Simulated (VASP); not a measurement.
# SiGe (P6_3mc) in VASP: notebook

SiGe is run at these levels: PBEsol; tasks: single point.

Program: VASP 6.6.1. These are calculated values, not measurements. Logs are shortened: lines on timing, memory, paths and dates and some standing lists are left out, and cuts for length are marked.

## (1) The cell of the first run

It takes space group P6_3mc (No. 186, hexagonal). The conventional cell has a = 3.900 Å, b = 3.900 Å, c = 6.443 Å, α = 90.00°, β = 90.00°, γ = 120.00°. Within 3.1 Å of Si (site symmetry 3m) lie 4 Ge at 2.36 to 2.41 Å. Within 3.1 Å of Ge (site symmetry 3m) lie 4 Si at 2.36 to 2.41 Å.

## (2) Single point, PBEsol (atoms shifted along a free coordinate)

Contents of INCAR:

```
SYSTEM = SiGe
PREC = Accurate
ENCUT = 520
EDIFF = 1E-7
ISMEAR = 0
SIGMA = 0.03
LREAL = .FALSE.
LASPH = .TRUE.
NELM = 100
ALGO = Normal
ISIF = 2
LWAVE = .FALSE.
LCHARG = .FALSE.
GGA = PS
NBANDS = 26
```

Contents of KPOINTS:

```
regular mesh
0
G
  12 12 6
  0 0 0
```

Contents of POSCAR:

```
SiGe
1.0
    3.9004653870      0.0000000000      0.0000000000
   -1.9502326935      3.3779021117      0.0000000000
    0.0000000000      0.0000000000      6.4431565742
Si Ge
2 2
Direct
    0.6666666667      0.3333333333      0.8745463082
    0.3333333333      0.6666666667      0.3745463082
    0.6666666667      0.3333333333      0.5082128633
    0.3333333333      0.6666666667      0.0082128633
```

Potentials or basis: VASP PAW PBE potentials, release 64 (Si, Ge_d).

The run is started by

```console
cat potpaw_PBE.64/Si/POTCAR potpaw_PBE.64/Ge_d/POTCAR > POTCAR
mpirun -np 1 vasp_std > vasp.out
```

OUTCAR:

```text
SYSTEM = SiGe
   PREC = Accurate
   ENCUT = 520
   EDIFF = 1E-7
   ISMEAR = 0
   LREAL = .FALSE.
   LASPH = .TRUE.
   NELM = 100
   ISIF = 2
   GGA = PS

 ion  position               nearest neighbor table
   1  0.667  0.333  0.875-   3 2.36   4 2.41   4 2.41   4 2.41
   2  0.333  0.667  0.375-   4 2.36   3 2.41   3 2.41   3 2.41
   3  0.667  0.333  0.508-   1 2.36   2 2.41   2 2.41   2 2.41
   4  0.333  0.667  0.008-   2 2.36   1 2.41   1 2.41   1 2.41

  LATTYP: Found a hexagonal cell.
 ALAT       =     3.9004653870
 C/A-ratio  =     1.6518943087

  Lattice vectors:

 A1 = (   3.9004653870,   0.0000000000,   0.0000000000)
 A2 = (  -1.9502326935,   3.3779021117,   0.0000000000)
 A3 = (   0.0000000000,   0.0000000000,   6.4431565742)

Analysis of symmetry for initial positions (statically):
=====================================================================
 Subroutine PRICEL returns:
 Original cell was already a primitive cell.

 Routine SETGRP: Setting up the symmetry group for a
 hexagonal supercell.

 Subroutine GETGRP returns: Found 12 space group operations
 (whereof  6 operations were pure point group operations)
 out of a pool of 24 trial point group operations.

The static configuration has the point symmetry C_3v.
 The point group associated with its full space group is C_6v.

Analysis of symmetry for dynamics (positions and initial velocities):
=====================================================================
 Subroutine PRICEL returns:
 Original cell was already a primitive cell.

 Routine SETGRP: Setting up the symmetry group for a
 hexagonal supercell.

 Subroutine GETGRP returns: Found 12 space group operations
 (whereof  6 operations were pure point group operations)
 out of a pool of 24 trial point group operations.

The dynamic configuration has the point symmetry C_3v.
 The point group associated with its full space group is C_6v.

 Subroutine INISYM returns: Found 12 space group operations
 (whereof  6 operations are pure point group operations),
 and found     1 'primitive' translations

----------------------------------------------------------------------------------------

                                     Primitive cell

  volume of cell :      84.8911

  direct lattice vectors                    reciprocal lattice vectors
     3.900465387  0.000000000  0.000000000     0.256379663  0.148020867  0.000000000
    -1.950232694  3.377902112  0.000000000     0.000000000  0.296041734  0.000000000
     0.000000000  0.000000000  6.443156574     0.000000000  0.000000000  0.155203430

  length of vectors
     3.900465387  3.900465387  6.443156574     0.296041734  0.296041734  0.155203430

  position of ions in fractional coordinates (direct lattice)
     0.666666667  0.333333333  0.874546308
     0.333333333  0.666666667  0.374546308
     0.666666667  0.333333333  0.508212863
     0.333333333  0.666666667  0.008212863

  ion indices of the primitive-cell ions
   primitive index   ion index
                 1           1
                 2           2
                 3           3
                 4           4

----------------------------------------------------------------------------------------

 KPOINTS: regular mesh

Automatic generation of k-mesh.
 Grid dimensions read from file:
 generate k-points for:   12   12    6

 Generating k-lattice:

  Cartesian coordinates                     Fractional coordinates (reciprocal lattice)
     0.021364972  0.012335072  0.000000000     0.083333333  0.000000000  0.000000000
     0.000000000  0.024670145  0.000000000     0.000000000  0.083333333  0.000000000
     0.000000000  0.000000000  0.025867238     0.000000000  0.000000000  0.166666667

  Length of vectors
     0.024670145  0.024670145  0.025867238

  Shift w.r.t. Gamma in fractional coordinates (k-lattice)
     0.000000000  0.000000000  0.000000000

 Subroutine IBZKPT returns following result:
 ===========================================

 Found     76 irreducible k-points:

 Following reciprocal coordinates:
            Coordinates               Weight
  0.000000  0.000000  0.000000      1.000000
  0.083333  0.000000  0.000000      6.000000
  0.166667  0.000000  0.000000      6.000000
  0.250000  0.000000  0.000000      6.000000
  0.333333  0.000000  0.000000      6.000000
  0.416667  0.000000  0.000000      6.000000
[... 16 lines left out ...]
  0.250000  0.000000  0.166667     12.000000
  0.333333  0.000000  0.166667     12.000000
 [... further k-points ...]
   k-points           NKPTS =     76   k-points in BZ     NKDIM =     76   number of bands    NBANDS=     26
   number of dos      NEDOS =    301   number of ions     NIONS =      4
   total plane-waves  NPLWV =  43200
   dimension x,y,z NGX =    30 NGY =   30 NGZ =   48
   dimension x,y,z NGXF=    60 NGYF=   60 NGZF=   96
   ions per type =               2   2
   NGX,Y,Z   is equivalent  to a cutoff of  12.79, 12.79, 12.38 a.u.
   NGXF,Y,Z  is equivalent  to a cutoff of  25.57, 25.57, 24.77 a.u.
 SYSTEM =  SiGe
   PREC   = accura    normal or accurate (medium, high low for compatibility)
   ISTART =      0    job   : 0-new  1-cont  2-samecut
   ICHARG =      2    charge: 1-file 2-atom 10-const
   ISPIN  =      1    spin polarized calculation?
   LNONCOLLINEAR =      F non collinear calculations
   LSORBIT =      F    spin-orbit coupling
   LASPH  =      T    aspherical Exc in radial PAW
   ENCUT  =  520.0 eV  38.22 Ry    6.18 a.u.   7.25  7.25 11.98*2*pi/ulx,y,z
   NELM   =    100;   NELMIN=  2; NELMDL= -5     # of ELM steps
   EDIFF  = 0.1E-06   stopping-criterion for ELM
   LREAL  =      F    real-space projection
   EDIFFG = 0.1E-05   stopping-criterion for IOM
   NSW    =      0    number of steps for IOM
   IBRION =     -1    ionic relax: 0-MD 1-quasi-New 2-CG
   NFREE  =      0    steps in history (QN), initial steepest desc. (CG)
   ISIF   =      2    stress and relaxation
   ISYM   =      2    0-nonsym 1-usesym 2-fastsym
   POTIM  = 0.5000    time-step for ionic-motion
   TEBEG  =    0.0;   TEEND  =   0.0 temperature during run
   PSTRESS=    0.0 pullay stress
   NELECT =      36.0000    total number of electrons
   NUPDOWN=      -1.0000    fix difference up-down
   EMIN   =  10.00;   EMAX   =-10.00  energy-range for DOS
   EFERMI =   0.00;   METHOD = LEGACY
   ISMEAR =     0;   SIGMA  =   0.03  broadening in eV -4-tet -1-fermi 0-gaus
   EFERMI_NEDOS =   21; number of points for ismear=-14 and -15
   IALGO  =     38    algorithm
   IMIX   =      4    mixing-type and parameters
     AMIX     =   0.40;   BMIX     =  1.00
     AMIX_MAG =   1.60;   BMIX_MAG =  1.00
  volume/ion in A,a.u.               =      21.22       143.22
  Fermi-wavevector in a.u.,A,eV,Ry     =   1.229952  2.324273 20.582658  1.512783
  Thomas-Fermi vector in A             =   2.364820
   LORBIT       =      0    0 simple, 1 ext, 2 COOP (PROOUT), +10 PAW based schemes
   GGA     = PS    functional components
   LHFCALC =     F    Hartree Fock is set to
   AEXX    =    0.0000 exact exchange contribution
   IVDW    =     0    specifies the selected vdW correction
   LEPSILON=     F    determine dielectric tensor
   LRPA    =     F    only Hartree local field effects (RPA)
 non-spin polarized calculation
 Gauss-broadening in eV      SIGMA  =   0.03
  energy-cutoff  :      520.00
  volume of cell :       84.89
 maximum number of plane-waves:      2316
 NGX is ok and might be reduce to    30
   NGX = 15   NGY = 15   NGZ = 23

 number of electron      35.9999981 magnetization

 Free energy of the ion-electron system (eV)
  ---------------------------------------------------
  ext. energy  EPLUGINS =         0.00000000
  ---------------------------------------------------
  free energy    TOTEN  =       -21.22961741 eV

  energy without entropy =      -21.22961741  energy(sigma->0) =      -21.22961741

 E-fermi :   5.7976     XC(G=0):  -9.8827

 val. band max:        5.7021507593   @ k =   0.0000   0.0000   0.0000
 cond. band min:       5.9008181386   @ k =   0.4167   0.0000   0.3333
 fundamental gap:      0.1986673793
 Fermi energy:         5.7976008930

 k-point     1 :       0.0000    0.0000    0.0000
  band No.  band energies     occupation
      1     -18.9727      2.00000
      2     -18.9724      2.00000
      3     -18.9641      2.00000
      4     -18.9641      2.00000
      5     -18.9609      2.00000
      6     -18.9609      2.00000
[... 18 lines left out ...]
     25       9.9216      0.00000
     26      12.0064      0.00000

 k-point     2 :       0.0833    0.0000    0.0000
  band No.  band energies     occupation
      1     -18.9723      2.00000
      2     -18.9722      2.00000
      3     -18.9643      2.00000
      4     -18.9638      2.00000
      5     -18.9609      2.00000
      6     -18.9604      2.00000
[... 18 lines left out ...]
     25      10.2353      0.00000
     26      11.4130      0.00000

 k-point     3 :       0.1667    0.0000    0.0000
  band No.  band energies     occupation
      1     -18.9721      2.00000
      2     -18.9713      2.00000
      3     -18.9647      2.00000
      4     -18.9629      2.00000
      5     -18.9608      2.00000
      6     -18.9593      2.00000
[... 18 lines left out ...]
     25      10.8188      0.00000
     26      11.0501      0.00000

 k-point     4 :       0.2500    0.0000    0.0000
  band No.  band energies     occupation
      1     -18.9723      2.00000
      2     -18.9700      2.00000
      3     -18.9652      2.00000
      4     -18.9620      2.00000
      5     -18.9604      2.00000
      6     -18.9578      2.00000
[... 18 lines left out ...]
     25      12.0377      0.00000
     26      12.1415      0.00000
[... 496 lines left out ...]
      1     -18.9721      2.00000
      2     -18.9714      2.00000
      3     -18.9644      2.00000
      4     -18.9627      2.00000
      5     -18.9610      2.00000
      6     -18.9595      2.00000
[... 18 lines left out ...]
     25      10.8168      0.00000
     26      11.0883      0.00000

 k-point    23 :       0.2500    0.0000    0.1667
  band No.  band energies     occupation
      1     -18.9722      2.00000
      2     -18.9704      2.00000
      3     -18.9647      2.00000
      4     -18.9617      2.00000
      5     -18.9606      2.00000
      6     -18.9580      2.00000
[... 18 lines left out ...]
     25      11.7835      0.00000
     26      11.8807      0.00000

 k-point    24 :       0.3333    0.0000    0.1667
  band No.  band energies     occupation
      1     -18.9727      2.00000
      2     -18.9696      2.00000
      3     -18.9648      2.00000
      4     -18.9608      2.00000
      5     -18.9599      2.00000
      6     -18.9566      2.00000
[... 18 lines left out ...]
     25      12.6074      0.00000
     26      12.9914      0.00000

 [... further k-points ...]
[... 5 lines left out ...]
  --------------------------------------------------------------------------------------
  -------------------------------------------------------------------------------------
  Total       -0.5393732     -0.5393732      1.0561373      0.0000000      0.0000000      0.0000000
  in kB      -10.1797646    -10.1797646     19.9328223      0.0000000      0.0000000      0.0000000
  external PRESSURE =      -0.1422356 kB  Pullay stress =       0.0000000 kB

 VOLUME and BASIS-vectors are now :
 -----------------------------------------------------------------------------
  energy-cutoff  :      520.00
  volume of cell :       84.89
      direct lattice vectors                 reciprocal lattice vectors
     3.900465387  0.000000000  0.000000000     0.256379663  0.148020867  0.000000000
    -1.950232694  3.377902112  0.000000000     0.000000000  0.296041734  0.000000000
     0.000000000  0.000000000  6.443156574     0.000000000  0.000000000  0.155203430

 POSITION                                       TOTAL-FORCE (eV/Angst)
 -----------------------------------------------------------------------------------
      1.95023      1.12597      5.63484         0.000000     -0.000000      0.649777
     -0.00000      2.25193      2.41326         0.000000      0.000000      0.649777
      1.95023      1.12597      3.27450        -0.000000     -0.000000     -0.649777
     -0.00000      2.25193      0.05292         0.000000      0.000000     -0.649777
 -----------------------------------------------------------------------------------
    total drift:                                0.000001      0.000001     -0.002567

  FREE ENERGIE OF THE ION-ELECTRON SYSTEM (eV)
  ---------------------------------------------------
  free  energy   TOTEN  =       -21.2296174139 eV

  energy  without entropy=      -21.2296174106  energy(sigma->0) =      -21.22961741
```

Run time: 63 s. Hardware: 1 thread of Intel Xeon 6975P-C (Granite Rapids), shared host; peak memory 0.29 GiB.

What came out:

- Free energy: -21.2296 eV
- Pressure: 0.0 GPa
- Largest force: 0.650 eV/Å
- Band gap on the k mesh: 0.20 eV (least direct gap 0.38 eV)

Forces in eV/Å, atoms in the order of the input:
```
Si   0.000  0.000  0.650
Si   0.000  0.000  0.650
Ge   0.000  0.000 -0.650
Ge   0.000  0.000 -0.650
```

Levels at points of the mesh, in eV from the valence-band top:
| k point | band 15 | band 16 | band 17 | band 18 | band 19 | band 20 | band 21 | band 22 |
| --- | --- | --- | --- | --- | --- | --- | --- | --- |
| (0.00, 0.00, 0.00) | -1.69 | -0.73 | 0.00 | 0.00 | 0.38 | 1.35 | 1.82 | 1.82 |
| (0.50, 0.00, 0.00) | -5.04 | -3.33 | -3.28 | -1.54 | 0.27 | 1.87 | 2.84 | 2.95 |
| (0.00, 0.00, 0.50) | -1.05 | -1.05 | -1.05 | -1.05 | 1.18 | 1.18 | 2.96 | 2.96 |
| (0.50, 0.00, 0.50) | -2.86 | -2.86 | -2.60 | -2.60 | 0.43 | 0.43 | 1.73 | 1.73 |

Caveat: the cell differs from its parent crystal (atoms shifted along a free coordinate); semilocal functionals underestimate gaps, and a narrow one can read as zero; the PAW data sets were made with another functional, which shifts forces and pressure a little.

## (3) Single point, PBEsol (atoms shifted along a free coordinate)

Contents of INCAR:

```
ALGO     = Normal         # electronic algorithm
EDIFF    = 1E-6           # SCF threshold, eV
ENCUT    = 520            # plane-wave cutoff, eV
GGA      = PS             # functional
ISIF     = 2              # what is computed and relaxed
ISMEAR   = 0              # smearing method
LASPH    = True           # aspherical terms in the spheres
LCHARG   = False          # write CHGCAR
LREAL    = False          # projectors in reciprocal space
LWAVE    = False          # write WAVECAR
NBANDS   = 26             # bands
NELM     = 100            # most SCF steps
PREC     = Accurate       # precision mode
SIGMA    = 0.03           # smearing width, eV
```

Contents of KPOINTS:

```
k-points
0
Gamma
  12 12 6
```

POSCAR, as its differences from that of step 2:

```diff
@@ -10,3 +10,3 @@
     0.3333333333      0.6666666667      0.3745463082
-    0.6666666667      0.3333333333      0.5082128633
-    0.3333333333      0.6666666667      0.0082128633
+    0.6666666667      0.3333333333      0.4849323488
+    0.3333333333      0.6666666667     -0.0150676512
```

Potentials or basis: VASP PAW PBE potentials, release 64 (Si, Ge_d).

The run is started by

```console
cat potpaw_PBE.64/Si/POTCAR potpaw_PBE.64/Ge_d/POTCAR > POTCAR
mpirun -np 1 vasp_std > vasp.out
```

Run time: 57 s. Hardware: 1 thread of Intel Xeon 6975P-C (Granite Rapids), shared host; peak memory 0.28 GiB.

The run converged. Its results:

```
Free energy            : -21.1515 eV
Pressure               : 0.4 GPa
Largest force          : 1.035 eV/Å
Band gap on the k mesh : 0.02 eV (least direct gap 0.04 eV)
```

Forces in eV/Å, atoms in the order of the input:
```
Si   0.000  0.000 -1.035
Si   0.000  0.000 -1.035
Ge   0.000  0.000  1.035
Ge   0.000  0.000  1.035
```

Stress tensor (GPa, compression positive):
```
 2.07  0.00  0.00
 0.00  2.07  0.00
 0.00  0.00 -2.96
```

Levels at points of the mesh, in eV from the valence-band top:
```
           k point  band 16  band 17  band 18  band 19  band 20  band 21
(0.00, 0.00, 0.00)    -0.47    -0.47     0.00     0.04     1.27     1.94
(0.50, 0.00, 0.00)    -3.48    -2.95    -1.99     0.02     1.67     3.40
(0.00, 0.00, 0.50)    -1.31    -1.31    -1.31     0.79     0.79     2.83
(0.50, 0.00, 0.50)    -2.87    -2.57    -2.57     0.48     0.48     1.38
```

Caveat: the cell differs from its parent crystal (atoms shifted along a free coordinate); the stress differs along the axes, from -3 to 2 GPa; the smearing spreads over this small gap; semilocal functionals underestimate gaps, and a narrow one can read as zero; the PAW data sets were made with another functional, which shifts forces and pressure a little.

## (4) Single point, PBEsol

Contents of INCAR:

```
  PREC = Accurate
  ENCUT = 520
  EDIFF = 1E-6
  ISMEAR = 0
  SIGMA = 0.03
  LREAL = False
  LASPH = True
  NELM = 80
  ALGO = Normal
  ISIF = 2
  LWAVE = False
  LCHARG = True
  GGA = PS
  LELF = True
  LVHAR = True
  NBANDS = 26
```

Contents of KPOINTS:

```
Automatic mesh
0
Gamma
  12 12 6
```

POSCAR, as its differences from that of step 3:

```diff
@@ -10,3 +10,3 @@
     0.3333333333      0.6666666667      0.3745463082
-    0.6666666667      0.3333333333      0.4849323488
-    0.3333333333      0.6666666667     -0.0150676512
+    0.6666666667      0.3333333333      0.5004526918
+    0.3333333333      0.6666666667      0.0004526918
```

The run is started by

```console
cat potpaw_PBE.64/Si/POTCAR potpaw_PBE.64/Ge_d/POTCAR > POTCAR
mpirun -np 1 vasp_std > vasp.out
```

Run time: 59 s. Hardware: 1 thread of Intel Xeon 6975P-C (Granite Rapids), shared host; peak memory 0.28 GiB.

It converged, with:

| Property | Result |
| --- | --- |
| Free energy | -21.2613 eV |
| Pressure | 0.0 GPa |
| Band gap on the k mesh | 0.35 eV (least direct gap 0.41 eV) |

Levels at points of the mesh, in eV from the valence-band top:
| k point | band 16 | band 17 | band 18 | band 19 | band 20 | band 21 |
| --- | --- | --- | --- | --- | --- | --- |
| (0.00, 0.00, 0.00) | -0.32 | 0.00 | 0.00 | 0.41 | 1.49 | 2.03 |
| (0.50, 0.00, 0.00) | -3.18 | -3.04 | -1.53 | 0.35 | 1.97 | 3.19 |
| (0.00, 0.00, 0.50) | -0.97 | -0.97 | -0.97 | 1.21 | 1.21 | 3.08 |
| (0.50, 0.00, 0.50) | -2.61 | -2.53 | -2.53 | 0.62 | 0.62 | 1.77 |

Caveat: semilocal functionals underestimate gaps, and a narrow one can read as zero; the PAW data sets were made with another functional, which shifts forces and pressure a little.

(Part 1 of 2 ends here.)

The gap in the log of VASP goes by the Fermi energy; the results here count the filled bands.